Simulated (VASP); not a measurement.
# Al6Ru (Cmcm) in VASP: a series of runs

The runs below take Al6Ru through relaxation of shape and atoms at fixed volume, with PBEsol.

Everything below comes from runs of VASP 6.6.1. Logs are shortened: lines on timing, memory, paths and dates and some standing lists are left out, and cuts for length are marked.

### Step 1. The cell of the first run

The structure is orthorhombic, space group Cmcm (No. 63). The conventional cell has a = 7.249 Å, b = 6.328 Å, c = 8.639 Å, α = 90.00°, β = 90.00°, γ = 90.00°. Al (site symmetry 2) has 2 Ru at 2.54 Å and 11 Al at 2.62 to 3.32 Å within 3.4 Å. Al (site symmetry m) has 1 Ru at 2.44 Å and 12 Al at 2.48 to 3.29 Å within 3.3 Å. Al (site symmetry m) has 2 Ru at 2.49 to 2.55 Å and 13 Al at 2.61 to 3.32 Å within 3.4 Å. Within 3.2 Å of Ru (site symmetry m2m) lie 10 Al at 2.44 to 2.55 Å.

### Step 2. Relaxation of shape and atoms at fixed volume, PBEsol (14.15 Å³/atom)

Contents of INCAR:

```
SYSTEM = Al6Ru
  PREC = Accurate
  ENCUT = 600
  EDIFF = 1E-6
  ISMEAR = 0
  SIGMA = 0.1
  LREAL = .FALSE.
  LASPH = .TRUE.
  NELM = 100
  ALGO = Fast
  ISIF = 4
  LWAVE = .FALSE.
  LCHARG = .FALSE.
  GGA = PS
  IBRION = 2
  NSW = 50
  EDIFFG = -0.01
```

Contents of KPOINTS:

```
regular mesh
0
G
  8 8 4
  0 0 0
```

Contents of POSCAR:

```
Al6Ru
1.0
    3.6243932928     -3.1641263219      0.0000000000
    3.6243932928      3.1641263219      0.0000000000
    0.0000000000      0.0000000000      8.6393761426
Al Ru
12 2
Direct
    0.3186064292      0.3186064292      0.0000000000
    0.6813935708      0.6813935708      0.5000000000
    0.6813935708      0.6813935708      0.0000000000
    0.3186064292      0.3186064292      0.5000000000
    0.8556928955      0.1443071045      0.0971641737
    0.1443071045      0.8556928955      0.5971641737
    0.8556928955      0.1443071045      0.4028358263
    0.1443071045      0.8556928955      0.9028358263
    0.0180767934      0.6224978683      0.2500000000
    0.9819232066      0.3775021317      0.7500000000
    0.3775021317      0.9819232066      0.2500000000
    0.6224978683      0.0180767934      0.7500000000
    0.5323755333      0.4676244667      0.2500000000
    0.4676244667      0.5323755333      0.7500000000
```

Potentials or basis: VASP PAW PBE potentials, release 64 (Al, Ru_pv).

On the command line:

```console
$ cat potpaw_PBE.64/Al/POTCAR potpaw_PBE.64/Ru_pv/POTCAR > POTCAR
$ mpirun -np 1 vasp_std > vasp.out
```

OUTCAR:

```text
SYSTEM = Al6Ru
   PREC = Accurate
   ENCUT = 600
   EDIFF = 1E-6
   ISMEAR = 0
   LREAL = .FALSE.
   LASPH = .TRUE.
   NELM = 100
   ISIF = 4
   GGA = PS
   IBRION = 2
   NSW = 50
   EDIFFG = -0.01

 ion  position               nearest neighbor table
   1  0.319  0.319  0.000-  13 2.54  14 2.54   5 2.62   8 2.62   3 2.63  10 2.69  11 2.69   8 2.74
                             5 2.74   9 2.88  12 2.88   3 3.32   3 3.32
   2  0.681  0.681  0.500-  13 2.54  14 2.54   6 2.62   7 2.62   4 2.63   9 2.69  12 2.69   7 2.74
                             6 2.74  11 2.88  10 2.88   4 3.32   4 3.32
   3  0.681  0.681  0.000-  13 2.54  14 2.54   5 2.62   8 2.62   1 2.63   9 2.69  12 2.69   5 2.74
                             8 2.74  11 2.88  10 2.88   1 3.32   1 3.32
   4  0.319  0.319  0.500-  13 2.54  14 2.54   6 2.62   7 2.62   2 2.63  10 2.69  11 2.69   6 2.74
                             7 2.74   9 2.88  12 2.88   2 3.32   2 3.32
   5  0.856  0.144  0.097-  13 2.44   8 2.48   1 2.62   3 2.62   7 2.64   3 2.74   1 2.74   9 2.85
                            11 2.85  11 2.85   9 2.85  12 3.29  10 3.29
   6  0.144  0.856  0.597-  14 2.44   7 2.48   2 2.62   4 2.62   8 2.64   2 2.74   4 2.74  10 2.85
                            12 2.85  12 2.85  10 2.85   9 3.29  11 3.29
   7  0.856  0.144  0.403-  13 2.44   6 2.48   2 2.62   4 2.62   5 2.64   2 2.74   4 2.74   9 2.85
                            11 2.85  11 2.85   9 2.85  12 3.29  10 3.29
   8  0.144  0.856  0.903-  14 2.44   5 2.48   1 2.62   3 2.62   6 2.64   3 2.74   1 2.74  10 2.85
                            12 2.85  12 2.85  10 2.85   9 3.29  11 3.29
   9  0.018  0.622  0.250-  13 2.49  13 2.55  11 2.61   2 2.69   3 2.69   5 2.85   7 2.85   5 2.85
                             7 2.85   1 2.88   4 2.88   6 3.29   8 3.29  11 3.32  11 3.32
  10  0.982  0.378  0.750-  14 2.49  14 2.55  12 2.61   4 2.69   1 2.69   8 2.85   6 2.85   8 2.85
                             6 2.85   2 2.88   3 2.88   5 3.29   7 3.29  12 3.32  12 3.32
  11  0.378  0.982  0.250-  13 2.49  13 2.55   9 2.61   4 2.69   1 2.69   5 2.85   7 2.85   7 2.85
                             5 2.85   2 2.88   3 2.88   8 3.29   6 3.29   9 3.32   9 3.32
  12  0.622  0.018  0.750-  14 2.49  14 2.55  10 2.61   2 2.69   3 2.69   8 2.85   6 2.85   6 2.85
                             8 2.85   1 2.88   4 2.88   7 3.29   5 3.29  10 3.32  10 3.32
  13  0.532  0.468  0.250-   5 2.44   7 2.44  11 2.49   9 2.49   4 2.54   1 2.54   2 2.54   3 2.54
                            11 2.55   9 2.55
  14  0.468  0.532  0.750-   6 2.44   8 2.44  10 2.49  12 2.49   4 2.54   1 2.54   2 2.54   3 2.54
                            12 2.55  10 2.55

  LATTYP: Found a base centered orthorhombic cell.
 ALAT       =     6.3282526438
 B/A-ratio  =     1.1454641579
 C/A-ratio  =     1.3652072110

  Lattice vectors:

 A1 = (  -3.6243932928,  -3.1641263219,   0.0000000000)
 A2 = (   3.6243932928,  -3.1641263219,   0.0000000000)
 A3 = (   0.0000000000,   0.0000000000,   8.6393761426)

Analysis of symmetry for initial positions (statically):
=====================================================================
 Subroutine PRICEL returns:
 Original cell was already a primitive cell.

 Routine SETGRP: Setting up the symmetry group for a
 base centered orthorhombic supercell.

 Subroutine GETGRP returns: Found  8 space group operations
 (whereof  4 operations were pure point group operations)
 out of a pool of  8 trial point group operations.

The static configuration has the point symmetry C_2h.
 The point group associated with its full space group is D_2h.

Analysis of symmetry for dynamics (positions and initial velocities):
=====================================================================
 Subroutine PRICEL returns:
 Original cell was already a primitive cell.

 Routine SETGRP: Setting up the symmetry group for a
 base centered orthorhombic supercell.

 Subroutine GETGRP returns: Found  8 space group operations
 (whereof  4 operations were pure point group operations)
 out of a pool of  8 trial point group operations.

The dynamic configuration has the point symmetry C_2h.
 The point group associated with its full space group is D_2h.

 Subroutine INISYM returns: Found  8 space group operations
 (whereof  4 operations are pure point group operations),
 and found     1 'primitive' translations

----------------------------------------------------------------------------------------

                                     Primitive cell

  volume of cell :     198.1534

  direct lattice vectors                    reciprocal lattice vectors
     3.624393293 -3.164126322  0.000000000     0.137954124 -0.158021504  0.000000000
     3.624393293  3.164126322  0.000000000     0.137954124  0.158021504  0.000000000
     0.000000000  0.000000000  8.639376143     0.000000000  0.000000000  0.115749098

  length of vectors
     4.811228754  4.811228754  8.639376143     0.209766861  0.209766861  0.115749098

[... 79 lines left out ...]
 SYSTEM =  Al6Ru
   PREC   = accura    normal or accurate (medium, high low for compatibility)
   ISTART =      0    job   : 0-new  1-cont  2-samecut
   ICHARG =      2    charge: 1-file 2-atom 10-const
   ISPIN  =      1    spin polarized calculation?
   LNONCOLLINEAR =      F non collinear calculations
   LSORBIT =      F    spin-orbit coupling
   LASPH  =      T    aspherical Exc in radial PAW
   ENCUT  =  600.0 eV  44.10 Ry    6.64 a.u.   9.61  9.61 17.25*2*pi/ulx,y,z
   NELM   =    100;   NELMIN=  2; NELMDL= -5     # of ELM steps
   EDIFF  = 0.1E-05   stopping-criterion for ELM
   LREAL  =      F    real-space projection
   EDIFFG = -.1E-01   stopping-criterion for IOM
   NSW    =     50    number of steps for IOM
   IBRION =      2    ionic relax: 0-MD 1-quasi-New 2-CG
   NFREE  =      1    steps in history (QN), initial steepest desc. (CG)
   ISIF   =      4    stress and relaxation
   ISYM   =      2    0-nonsym 1-usesym 2-fastsym
   POTIM  = 0.5000    time-step for ionic-motion
   TEBEG  =    0.0;   TEEND  =   0.0 temperature during run
   PSTRESS=    0.0 pullay stress
   NELECT =      64.0000    total number of electrons
   NUPDOWN=      -1.0000    fix difference up-down
   EMIN   =  10.00;   EMAX   =-10.00  energy-range for DOS
   EFERMI =   0.00;   METHOD = LEGACY
   ISMEAR =     0;   SIGMA  =   0.10  broadening in eV -4-tet -1-fermi 0-gaus
   EFERMI_NEDOS =   21; number of points for ismear=-14 and -15
   IALGO  =     68    algorithm
   IMIX   =      4    mixing-type and parameters
     AMIX     =   0.40;   BMIX     =  1.00
     AMIX_MAG =   1.60;   BMIX_MAG =  1.00
  volume/ion in A,a.u.               =      14.15        95.51
  Fermi-wavevector in a.u.,A,eV,Ry     =   1.123227  2.122592 17.165649  1.261640
  Thomas-Fermi vector in A             =   2.259892
   LORBIT       =      0    0 simple, 1 ext, 2 COOP (PROOUT), +10 PAW based schemes
   GGA     = PS    functional components
   LHFCALC =     F    Hartree Fock is set to
   AEXX    =    0.0000 exact exchange contribution
   IVDW    =     0    specifies the selected vdW correction
   LEPSILON=     F    determine dielectric tensor
   LRPA    =     F    only Hartree local field effects (RPA)
 conjugate gradient relaxation of ions
 non-spin polarized calculation
 RMM-DIIS sequential band-by-band and
 Gauss-broadening in eV      SIGMA  =   0.10
  energy-cutoff  :      600.00
  volume of cell :      198.15
 maximum number of plane-waves:      6657
 NGX is ok and might be reduce to    40
   NGX = 19   NGY = 19   NGZ = 35

--------------------------------------- Ionic step        1  -------------------------------------------

 number of electron      63.9999999 magnetization

 Free energy of the ion-electron system (eV)
  ---------------------------------------------------
  ext. energy  EPLUGINS =         0.00000000
  ---------------------------------------------------
  free energy    TOTEN  =       -73.07971158 eV

  energy without entropy =      -73.05936021  energy(sigma->0) =      -73.06953590

------------------------ aborting loop because EDIFF is reached ----------------------------------------

  FORCE on cell =-STRESS in cart. coord.  units (eV):
  Direction    XX          YY          ZZ          XY          YZ          ZX
  --------------------------------------------------------------------------------------
  -------------------------------------------------------------------------------------
  Total       17.5380229     16.9387295     16.8370570      0.0000000      0.0000000      0.0000000
  in kB      141.8043996    136.9587880    136.1367110      0.0000000      0.0000000      0.0000000
  external PRESSURE =     138.2999662 kB  Pullay stress =       0.0000000 kB
[... 273 lines left out ...]
  energy  without entropy=      -73.0624839280  energy(sigma->0) =      -73.07286335

--------------------------------------- Ionic step        7  -------------------------------------------

 number of electron      63.9999999 magnetization

 Free energy of the ion-electron system (eV)
  ---------------------------------------------------
  ext. energy  EPLUGINS =         0.00000000
  ---------------------------------------------------
  free energy    TOTEN  =       -73.08369964 eV

  energy without entropy =      -73.06328074  energy(sigma->0) =      -73.07349019

 E-fermi :  10.0581     XC(G=0): -11.2284

 val. band max:       10.0444746142   @ k =   0.1250   0.1250   0.0000
 cond. band min:      10.0606365962   @ k =   0.1250   0.0000   0.0000
 fundamental gap:      0.0161619820
 Fermi energy:        10.0580844543

 k-point     1 :       0.0000    0.0000    0.0000
  band No.  band energies     occupation
      1     -32.6981      2.00000
      2     -32.6979      2.00000
      3     -32.6860      2.00000
      4     -32.6855      2.00000
      5     -32.6782      2.00000
      6     -32.6749      2.00000
[... 1021 lines left out ...]
     39      11.9375      0.00000
     40      12.1584      0.00000

 [... further k-points ...]

------------------------ aborting loop because EDIFF is reached ----------------------------------------

  FORCE on cell =-STRESS in cart. coord.  units (eV):
  Direction    XX          YY          ZZ          XY          YZ          ZX
  --------------------------------------------------------------------------------------
  -------------------------------------------------------------------------------------
  Total       16.8264113     16.8243531     16.8707002      0.0000000     -0.0000000      0.0000000
  in kB      136.0506352    136.0339929    136.4087350      0.0000000     -0.0000000      0.0000000
  external PRESSURE =     136.1644544 kB  Pullay stress =       0.0000000 kB
[... 29 lines left out ...]
  FREE ENERGIE OF THE ION-ELECTRON SYSTEM (eV)
  ---------------------------------------------------
  free  energy   TOTEN  =       -73.0836996431 eV

  energy  without entropy=      -73.0632807357  energy(sigma->0) =      -73.07349019

 reached required accuracy - stopping structural energy minimisation
```

Wall time 71 min (1 thread of Oxide Virtual Turin-like, shared host); peak memory 0.64 GiB.

Results:

| Quantity | Value |
| --- | --- |
| Free energy | -73.0837 eV |
| Energy gained by relaxing | 0.3 meV/atom |
| Ionic steps | 7 |
| Pressure after relaxing | 13.6 GPa |
| Largest force after relaxing | 0.004 eV/Å |
| Band gap on the k mesh | zero (bands 32 and 33 overlap by 0.39 eV) |

Forces on the atoms (eV/Å):
```
Al  -0.003  0.000  0.000
Al   0.003  0.000  0.000
Al   0.003  0.000  0.000
Al  -0.003  0.000  0.000
Al   0.000  0.001  0.001
Al   0.000 -0.001  0.001
Al   0.000  0.001 -0.001
Al   0.000 -0.001 -0.001
Al  -0.001  0.004  0.000
Al   0.001 -0.004  0.000
Al   0.001  0.004  0.000
Al  -0.001 -0.004  0.000
Ru   0.000 -0.004  0.000
Ru   0.000  0.004  0.000
```

The path:
```
step  energy change (eV)  largest force (eV/Å)  pressure (GPa)  volume (Å³)
   1              0.0000                0.0984           13.83       198.15
   2             -0.0022                0.0550           13.69       198.15
   3             -0.0022                0.0465           13.69       198.15
   4             -0.0028                0.0328           13.67       198.15
   5             -0.0030                0.0491           13.65       198.15
   6             -0.0035                0.0319           13.65       198.15
   7             -0.0040                0.0043           13.62       198.15
```

Final structure:
```yaml
crystal:
  lattice:
    - [3.63214, -3.16412, 0.00000]
    - [3.63214, 3.16412, 0.00000]
    - [0.00000, 0.00000, 8.62098]
  atoms:
    - { symbol: Al, position: [0.31802, 0.31802, 0.00000] }
    - { symbol: Al, position: [0.68198, 0.68198, 0.50000] }
    - { symbol: Al, position: [0.68198, 0.68198, 0.00000] }
    - { symbol: Al, position: [0.31802, 0.31802, 0.50000] }
    - { symbol: Al, position: [0.85461, 0.14539, 0.09624] }
    - { symbol: Al, position: [0.14539, 0.85461, 0.59624] }
    - { symbol: Al, position: [0.85461, 0.14539, 0.40376] }
    - { symbol: Al, position: [0.14539, 0.85461, 0.90376] }
    - { symbol: Al, position: [0.01635, 0.62476, 0.25000] }
    - { symbol: Al, position: [0.98365, 0.37524, 0.75000] }
    - { symbol: Al, position: [0.37524, 0.98365, 0.25000] }
    - { symbol: Al, position: [0.62476, 0.01635, 0.75000] }
    - { symbol: Ru, position: [0.53052, 0.46948, 0.25000] }
    - { symbol: Ru, position: [0.46948, 0.53052, 0.75000] }
```

Levels at points of the mesh, in eV from the Fermi level:
```tsv
k point	band 30	band 31	band 32	band 33	band 34	band 35
(0.00, 0.00, 0.00)	-1.55	-1.18	-0.93	-0.08	0.77	1.25
(0.50, 0.00, 0.00)	-1.29	-0.95	-0.67	-0.20	-0.09	0.40
(0.50, 0.50, 0.00)	-0.67	-0.61	-0.36	-0.21	0.72	1.97
(0.00, 0.00, 0.50)	-1.10	-0.95	-0.95	0.71	0.71	0.75
(0.50, 0.00, 0.50)	-1.73	-0.16	-0.16	0.75	0.75	1.09
(0.50, 0.50, 0.50)	-1.71	-0.92	-0.92	2.68	2.68	2.88
```

Caveat: the PAW data sets were made with another functional, which shifts forces and pressure a little.

### Step 3. Relaxation of shape and atoms at fixed volume, PBEsol (16.49 Å³/atom)

This run uses another cell than the first one, of 16.49 Å³/atom.

Contents of INCAR:

```
PREC = Accurate
ENCUT = 600
EDIFF = 1E-6
ISMEAR = 0
SIGMA = 0.1
LREAL = F
LASPH = T
NELM = 60
ALGO = Fast
ISIF = 4
LWAVE = F
LCHARG = F
GGA = PS
IBRION = 2
NSW = 50
EDIFFG = -0.01
KPAR = 4
```

Contents of KPOINTS:

```
Automatic mesh
0
Gamma
  8 8 4
```

Contents of POSCAR:

```
Al6Ru
1.0
    3.7926210237     -3.3333857326      0.0000000000
    3.7926210237      3.3333857326      0.0000000000
    0.0000000000      0.0000000000      9.1287427130
Al Ru
12 2
Direct
    0.3200573851      0.3200573851      0.0000000000
    0.6799426149      0.6799426149      0.5000000000
    0.6799426149      0.6799426149      0.0000000000
    0.3200573851      0.3200573851      0.5000000000
    0.8574826936      0.1425173064      0.0989972737
    0.1425173064      0.8574826936      0.5989972737
    0.8574826936      0.1425173064      0.4010027263
    0.1425173064      0.8574826936      0.9010027263
    0.0232050540      0.6156158467      0.2500000000
    0.9767949460      0.3843841533      0.7500000000
    0.3843841533      0.9767949460      0.2500000000
    0.6156158467      0.0232050540      0.7500000000
    0.5370584962      0.4629415038      0.2500000000
    0.4629415038      0.5370584962      0.7500000000
```

Potentials or basis: VASP PAW PBE potentials, release 64 (Al, Ru_pv).

On the command line:

```console
$ cat potpaw_PBE.64/Al/POTCAR potpaw_PBE.64/Ru_pv/POTCAR > POTCAR
$ mpirun -np 4 vasp_std > vasp.out
```

Wall time 24 min (4 MPI ranks of Oxide Virtual Turin-like, shared host); peak memory 0.75 GiB.

It converged, with:

* Free energy: -73.6056 eV
* Energy gained by relaxing: 0.2 meV/atom
* Ionic steps: 9
* Pressure after relaxing: -6.0 GPa
* Largest force after relaxing: 0.007 eV/Å
* Band gap on the k mesh: zero (bands 32 and 33 overlap by 0.57 eV)

Forces in eV/Å, atoms in the order of the input:
```
Al   0.006  0.000  0.000
Al  -0.006  0.000  0.000
Al  -0.006  0.000  0.000
Al   0.006  0.000  0.000
Al   0.000 -0.005 -0.005
Al   0.000  0.005 -0.005
Al   0.000 -0.005  0.005
Al   0.000  0.005  0.005
Al   0.004  0.001  0.000
Al  -0.004 -0.001  0.000
Al  -0.004  0.001  0.000
Al   0.004 -0.001  0.000
Ru   0.000 -0.006  0.000
Ru   0.000  0.006  0.000
```

Step by step:
```csv
step,energy change (eV),largest force (eV/Å),pressure (GPa),volume (Å³)
1,0.0000,0.0730,-6.10,230.82
2,-0.0015,0.0302,-6.05,230.82
3,-0.0016,0.0274,-6.03,230.82
4,-0.0019,0.0213,-6.01,230.82
5,-0.0021,0.0377,-6.01,230.82
6,-0.0022,0.0287,-6.00,230.82
7,-0.0024,0.0111,-5.99,230.82
8,-0.0025,0.0122,-6.00,230.82
9,-0.0025,0.0066,-5.99,230.82
```

Final structure:
```xyz
14
Lattice="3.7863 -3.3341 0.0000 3.7863 3.3341 0.0000 0.0000 0.0000 9.1421" Properties=species:S:1:pos:R:3 pbc="T T T"
Al    2.4255    0.0000    0.0000
Al    5.1471    0.0000    4.5711
Al    5.1471    0.0000    0.0000
Al    2.4255    0.0000    4.5711
Al    3.7863   -2.3869    0.9116
Al    3.7863    2.3869    5.4826
Al    3.7863   -2.3869    3.6595
Al    3.7863    2.3869    8.2305
Al    2.4155    1.9620    2.2855
Al    5.1571   -1.9620    6.8566
Al    5.1571    1.9620    2.2855
Al    2.4155   -1.9620    6.8566
Ru    3.7863   -0.2551    2.2855
Ru    3.7863    0.2551    6.8566
```

Levels at points of the mesh, in eV from the Fermi level:
```
           k point  band 29  band 30  band 31  band 32  band 33  band 34  band 35  band 36
(0.00, 0.00, 0.00)    -1.91    -1.33    -1.00    -0.76    -0.16     0.79     0.84     1.24
(0.50, 0.00, 0.00)    -1.67    -1.33    -0.75    -0.55    -0.31    -0.07     0.33     1.11
(0.50, 0.50, 0.00)    -0.78    -0.76    -0.63    -0.44    -0.38     0.61     1.59     2.25
(0.00, 0.00, 0.50)    -0.95    -0.95    -0.90    -0.90     0.57     0.57     0.59     0.59
(0.50, 0.00, 0.50)    -1.53    -1.53    -0.14    -0.14     0.68     0.68     0.93     0.93
(0.50, 0.50, 0.50)    -1.49    -1.49    -0.90    -0.90     2.39     2.39     2.80     2.80
```

Caveat: the PAW data sets were made with another functional, which shifts forces and pressure a little.
